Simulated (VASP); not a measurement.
# Os (P6_3/mmc) in VASP: notebook

Os is run at these levels: PBE, revPBE, PBEsol; tasks: single point.

Program: VASP 6.6.1. These are calculated values, not measurements. Logs are shortened: lines on timing, memory, paths and dates and some standing lists are left out, and cuts for length are marked.

**1. The cell of the first run**

The structure is hexagonal, space group P6_3/mmc (No. 194). Conventional cell: a = 2.734 Å, b = 2.734 Å, c = 4.320 Å, α = 90.00°, β = 90.00°, γ = 120.00°. Os (site symmetry -6m2) has 12 Os at 2.68 to 2.73 Å within 3.5 Å.

**2. Single point, PBE**

Input file INCAR:

```
SYSTEM = Os
ALGO = Normal ; EDIFF = 1E-7
ENCUT = 520 ; GGA = PE
ISIF = 2 ; ISMEAR = 0
LASPH = .True. ; LCHARG = .True.
LELF = .True. ; LREAL = .False.
LVHAR = .True. ; LWAVE = .False.
NBANDS = 15 ; NELM = 60
PREC = Accurate ; SIGMA = 0.02
```

Input file KPOINTS:

```
k-points
0
Gamma
  11 11 6
  0 0 0
```

Input file POSCAR:

```
Os
1.0
    2.7341000000      0.0000000000      0.0000000000
   -1.3670500000      2.3678000565      0.0000000000
    0.0000000000      0.0000000000      4.3197000000
Os
2
Direct
    0.6666666667      0.3333333333      0.7500000000
    0.3333333333      0.6666666667      0.2500000000
```

Potentials or basis: VASP PAW PBE potentials, release 64 (Os).

Command:

```bash
$ cat potpaw_PBE.64/Os/POTCAR > POTCAR
$ mpirun -np 1 vasp_std > vasp.out
```

OUTCAR:

```text
SYSTEM = Os
   EDIFF = 1E-7
   ENCUT = 520
   GGA = PE
   ISIF = 2
   ISMEAR = 0
   LASPH = .True.
   LREAL = .False.
   NELM = 60
   PREC = Accurate

 ion  position               nearest neighbor table
   1  0.667  0.333  0.750-   2 2.68   2 2.68   2 2.68   2 2.68   2 2.68   2 2.68
   2  0.333  0.667  0.250-   1 2.68   1 2.68   1 2.68   1 2.68   1 2.68   1 2.68

  LATTYP: Found a hexagonal cell.
 ALAT       =     2.7341000000
 C/A-ratio  =     1.5799348963

  Lattice vectors:

 A1 = (   2.7341000000,   0.0000000000,   0.0000000000)
 A2 = (  -1.3670500000,   2.3678000565,   0.0000000000)
 A3 = (   0.0000000000,   0.0000000000,   4.3197000000)

Analysis of symmetry for initial positions (statically):
=====================================================================
 Subroutine PRICEL returns:
 Original cell was already a primitive cell.

 Routine SETGRP: Setting up the symmetry group for a
 hexagonal supercell.

 Subroutine GETGRP returns: Found 24 space group operations
 (whereof 12 operations were pure point group operations)
 out of a pool of 24 trial point group operations.

The static configuration has the point symmetry D_3d.
 The point group associated with its full space group is D_6h.

Analysis of symmetry for dynamics (positions and initial velocities):
=====================================================================
 Subroutine PRICEL returns:
 Original cell was already a primitive cell.

 Routine SETGRP: Setting up the symmetry group for a
 hexagonal supercell.

 Subroutine GETGRP returns: Found 24 space group operations
 (whereof 12 operations were pure point group operations)
 out of a pool of 24 trial point group operations.

The dynamic configuration has the point symmetry D_3d.
 The point group associated with its full space group is D_6h.

 Subroutine INISYM returns: Found 24 space group operations
 (whereof 12 operations are pure point group operations),
 and found     1 'primitive' translations

----------------------------------------------------------------------------------------

                                     Primitive cell

  volume of cell :      27.9649

  direct lattice vectors                    reciprocal lattice vectors
     2.734100000  0.000000000  0.000000000     0.365751070  0.211166479  0.000000000
    -1.367050000  2.367800057  0.000000000     0.000000000  0.422332957  0.000000000
     0.000000000  0.000000000  4.319700000     0.000000000  0.000000000  0.231497558

  length of vectors
     2.734100000  2.734100000  4.319700000     0.422332957  0.422332957  0.231497558

  position of ions in fractional coordinates (direct lattice)
     0.666666667  0.333333333  0.750000000
     0.333333333  0.666666667  0.250000000

  ion indices of the primitive-cell ions
   primitive index   ion index
                 1           1
                 2           2

----------------------------------------------------------------------------------------

 KPOINTS: k-points

Automatic generation of k-mesh.
 Grid dimensions read from file:
 generate k-points for:   11   11    6

 Generating k-lattice:

  Cartesian coordinates                     Fractional coordinates (reciprocal lattice)
     0.033250097  0.019196953  0.000000000     0.090909091 -0.000000000  0.000000000
     0.000000000  0.038393905  0.000000000     0.000000000  0.090909091  0.000000000
     0.000000000  0.000000000  0.038582926     0.000000000  0.000000000  0.166666667

  Length of vectors
     0.038393905  0.038393905  0.038582926

  Shift w.r.t. Gamma in fractional coordinates (k-lattice)
     0.000000000  0.000000000  0.000000000

 Subroutine IBZKPT returns following result:
 ===========================================

 Found     64 irreducible k-points:

 Following reciprocal coordinates:
            Coordinates               Weight
  0.000000  0.000000  0.000000      1.000000
  0.090909  0.000000  0.000000      6.000000
  0.181818  0.000000  0.000000      6.000000
  0.272727 -0.000000  0.000000      6.000000
  0.363636 -0.000000  0.000000      6.000000
  0.454545  0.000000  0.000000      6.000000
[... 16 lines left out ...]
  0.090909  0.090909  0.166667     12.000000
  0.181818  0.090909  0.166667     24.000000
 [... further k-points ...]
   k-points           NKPTS =     64   k-points in BZ     NKDIM =     64   number of bands    NBANDS=     15
   number of dos      NEDOS =    301   number of ions     NIONS =      2
   total plane-waves  NPLWV =  12800
   dimension x,y,z NGX =    20 NGY =   20 NGZ =   32
   dimension x,y,z NGXF=    40 NGYF=   40 NGZF=   64
   ions per type =               2
   NGX,Y,Z   is equivalent  to a cutoff of  12.16, 12.16, 12.32 a.u.
   NGXF,Y,Z  is equivalent  to a cutoff of  24.32, 24.32, 24.63 a.u.
 SYSTEM =  Os
   PREC   = accura    normal or accurate (medium, high low for compatibility)
   ISTART =      0    job   : 0-new  1-cont  2-samecut
   ICHARG =      2    charge: 1-file 2-atom 10-const
   ISPIN  =      1    spin polarized calculation?
   LNONCOLLINEAR =      F non collinear calculations
   LSORBIT =      F    spin-orbit coupling
   LASPH  =      T    aspherical Exc in radial PAW
   ENCUT  =  520.0 eV  38.22 Ry    6.18 a.u.   5.08  5.08  8.03*2*pi/ulx,y,z
   NELM   =     60;   NELMIN=  2; NELMDL= -5     # of ELM steps
   EDIFF  = 0.1E-06   stopping-criterion for ELM
   LREAL  =      F    real-space projection
   EDIFFG = 0.1E-05   stopping-criterion for IOM
   NSW    =      0    number of steps for IOM
   IBRION =     -1    ionic relax: 0-MD 1-quasi-New 2-CG
   NFREE  =      0    steps in history (QN), initial steepest desc. (CG)
   ISIF   =      2    stress and relaxation
   ISYM   =      2    0-nonsym 1-usesym 2-fastsym
   POTIM  = 0.5000    time-step for ionic-motion
   TEBEG  =    0.0;   TEEND  =   0.0 temperature during run
   PSTRESS=    0.0 pullay stress
   NELECT =      16.0000    total number of electrons
   NUPDOWN=      -1.0000    fix difference up-down
   EMIN   =  10.00;   EMAX   =-10.00  energy-range for DOS
   EFERMI =   0.00;   METHOD = LEGACY
   ISMEAR =     0;   SIGMA  =   0.02  broadening in eV -4-tet -1-fermi 0-gaus
   EFERMI_NEDOS =   21; number of points for ismear=-14 and -15
   IALGO  =     38    algorithm
   IMIX   =      4    mixing-type and parameters
     AMIX     =   0.40;   BMIX     =  1.00
     AMIX_MAG =   1.60;   BMIX_MAG =  1.00
  volume/ion in A,a.u.               =      13.98        94.36
  Fermi-wavevector in a.u.,A,eV,Ry     =   1.359076  2.568282 25.131161  1.847088
  Thomas-Fermi vector in A             =   2.485855
   LORBIT       =      0    0 simple, 1 ext, 2 COOP (PROOUT), +10 PAW based schemes
   GGA     = PE    functional components
   LHFCALC =     F    Hartree Fock is set to
   AEXX    =    0.0000 exact exchange contribution
   IVDW    =     0    specifies the selected vdW correction
   LEPSILON=     F    determine dielectric tensor
   LRPA    =     F    only Hartree local field effects (RPA)
 non-spin polarized calculation
 Gauss-broadening in eV      SIGMA  =   0.02
  energy-cutoff  :      520.00
  volume of cell :       27.96
 maximum number of plane-waves:       768
   NGX = 11   NGY = 11   NGZ = 17

 number of electron      15.9999998 magnetization

 Free energy of the ion-electron system (eV)
  ---------------------------------------------------
  ext. energy  EPLUGINS =         0.00000000
  ---------------------------------------------------
  free energy    TOTEN  =       -22.46799431 eV

  energy without entropy =      -22.46763452  energy(sigma->0) =      -22.46781442

 E-fermi :   9.4114     XC(G=0): -14.0601

 val. band max:        9.4069942149   @ k =   0.0909   0.0000   0.3333
 cond. band min:       9.4908431714   @ k =   0.3636   0.0909   0.3333
 fundamental gap:      0.0838489565
 Fermi energy:         9.4113839456

 k-point     1 :       0.0000    0.0000    0.0000
  band No.  band energies     occupation
      1      -1.4737      2.00000
      2       1.6789      2.00000
      3       6.4220      2.00000
      4       6.4220      2.00000
      5       6.6709      2.00000
      6       7.2648      2.00000
      7       7.2648      2.00000
      8       7.9108      2.00000
      9       7.9108      2.00000
     10       9.4970      0.00000
     11      11.1642      0.00000
     12      11.1642      0.00000
     13      18.5534      0.00000
     14      23.5114      0.00000
     15      26.2261      0.00000

 k-point     2 :       0.0909    0.0000    0.0000
  band No.  band energies     occupation
      1      -1.1414      2.00000
      2       1.9710      2.00000
      3       5.8674      2.00000
      4       6.7163      2.00000
      5       7.0320      2.00000
      6       7.1880      2.00000
      7       7.4346      2.00000
      8       7.5394      2.00000
      9       7.6807      2.00000
     10       8.4353      2.00000
     11      11.3222      0.00000
     12      12.7926      0.00000
     13      18.5221      0.00000
     14      24.1864      0.00000
     15      26.6476      0.00000

 k-point     3 :       0.1818    0.0000    0.0000
  band No.  band energies     occupation
      1      -0.2231      2.00000
      2       2.6546      2.00000
      3       5.2213      2.00000
      4       5.9627      2.00000
      5       6.6148      2.00000
      6       7.1621      2.00000
      7       7.5676      2.00000
      8       7.8367      2.00000
      9       7.9277      2.00000
     10       8.3267      2.00000
     11      11.6432      0.00000
     12      15.1812      0.00000
     13      18.3394      0.00000
     14      25.2473      0.00000
     15      26.8626      0.00000
[... 343 lines left out ...]
 k-point    23 :       0.0909    0.0909    0.1667
  band No.  band energies     occupation
      1      -0.2032      2.00000
      2       2.5682      2.00000
      3       5.3656      2.00000
      4       5.7467      2.00000
      5       6.5254      2.00000
      6       6.8817      2.00000
      7       7.3492      2.00000
      8       7.7011      2.00000
      9       8.4092      2.00000
     10       8.4775      2.00000
     11      11.4435      0.00000
     12      13.4914      0.00000
     13      20.0341      0.00000
     14      24.7556      0.00000
     15      26.8638      0.00000

 k-point    24 :       0.1818    0.0909    0.1667
  band No.  band energies     occupation
      1       0.8326      2.00000
      2       3.2865      2.00000
      3       4.6949      2.00000
      4       4.9186      2.00000
      5       6.1722      2.00000
      6       6.7904      2.00000
      7       7.3674      2.00000
      8       8.3204      2.00000
      9       8.9318      2.00000
     10       9.3105      2.00000
     11      11.6035      0.00000
     12      15.0213      0.00000
     13      20.0220      0.00000
     14      24.6021      0.00000
     15      25.6917      0.00000

 [... further k-points ...]
[... 5 lines left out ...]
  --------------------------------------------------------------------------------------
  -------------------------------------------------------------------------------------
  Total        1.5182439      1.5182439      1.5686295      0.0000000     -0.0000000      0.0000000
  in kB       86.9839491     86.9839491     89.8706654      0.0000000     -0.0000000      0.0000000
  external PRESSURE =      87.9461879 kB  Pullay stress =       0.0000000 kB

 VOLUME and BASIS-vectors are now :
 -----------------------------------------------------------------------------
  energy-cutoff  :      520.00
  volume of cell :       27.96
      direct lattice vectors                 reciprocal lattice vectors
     2.734100000  0.000000000  0.000000000     0.365751070  0.211166479  0.000000000
    -1.367050000  2.367800057  0.000000000     0.000000000  0.422332957  0.000000000
     0.000000000  0.000000000  4.319700000     0.000000000  0.000000000  0.231497558

 POSITION                                       TOTAL-FORCE (eV/Angst)
 -----------------------------------------------------------------------------------
      1.36705      0.78927      3.23977        -0.000000      0.000000      0.000000
     -0.00000      1.57853      1.07993         0.000000     -0.000000      0.000000
 -----------------------------------------------------------------------------------
    total drift:                               -0.000000      0.000000     -0.000000

  FREE ENERGIE OF THE ION-ELECTRON SYSTEM (eV)
  ---------------------------------------------------
  free  energy   TOTEN  =       -22.4679943114 eV

  energy  without entropy=      -22.4676345250  energy(sigma->0) =      -22.46781442
```

Wall time 13 s (1 thread of Intel Xeon Platinum 8488C (Sapphire Rapids), shared host); peak memory 0.15 GiB.

What came out:

```yaml
Free_energy: -22.4680 eV
Pressure: 8.8 GPa
Band_gap_on_the_k_mesh: zero (band 8 reaches 11.57 eV, above the bottom of band 9 at 7.68 eV)
```

Stress tensor (GPa, compression positive):
```
8.70 0.00 0.00
0.00 8.70 0.00
0.00 0.00 8.99
```

Levels at points of the mesh, in eV from the Fermi level:
```tsv
k point	band 6	band 7	band 8	band 9	band 10	band 11
(0.00, 0.00, 0.00)	-2.15	-2.15	-1.50	-1.50	0.09	1.75
(0.00, 0.00, 0.50)	-3.19	-3.19	-3.19	0.96	0.96	0.96
```

Caveat: spin-orbit coupling is left out, which moves the levels of the heavy elements.

**3. Single point, revPBE**

Input file INCAR:

```
PREC = Accurate
ENCUT = 520
EDIFF = 1E-6
ISMEAR = -1
SIGMA = 0.05
LREAL = False
LASPH = True
NELM = 100
ALGO = Normal
ISIF = 2
LWAVE = False
LCHARG = False
GGA = RE
NBANDS = 15
```

Input file KPOINTS:

```
regular mesh
0
Gamma
  11 11 6
```

POSCAR is that of step 2.

Potentials or basis: VASP PAW PBE potentials, release 64 (Os).

Command:

```bash
$ cat potpaw_PBE.64/Os/POTCAR > POTCAR
$ mpirun -np 1 vasp_std > vasp.out
```

Wall time 13 s (1 thread of Intel Xeon Platinum 8488C (Sapphire Rapids), shared host); peak memory 0.15 GiB.

Results (log left out):

```yaml
Free_energy: -21.4263 eV
Pressure: 11.6 GPa
Band_gap_on_the_k_mesh: zero (band 8 reaches 11.62 eV, above the bottom of band 9 at 7.73 eV)
```

Stress tensor (GPa, compression positive):
```
11.49  0.00  0.00
 0.00 11.49  0.00
 0.00  0.00 11.87
```

Levels at points of the mesh, in eV from the Fermi level:
```tsv
k point	band 5	band 6	band 7	band 8	band 9	band 10	band 11	band 12
(0.00, 0.00, 0.00)	-2.76	-2.16	-2.16	-1.52	-1.52	0.06	1.73	1.73
(0.00, 0.00, 0.50)	-3.20	-3.20	-3.20	-3.20	0.94	0.94	0.94	0.94
```

Caveat: the PAW data sets were made with another functional, which shifts forces and pressure a little; spin-orbit coupling is left out, which moves the levels of the heavy elements.

(Continued in part 2 of 2.)
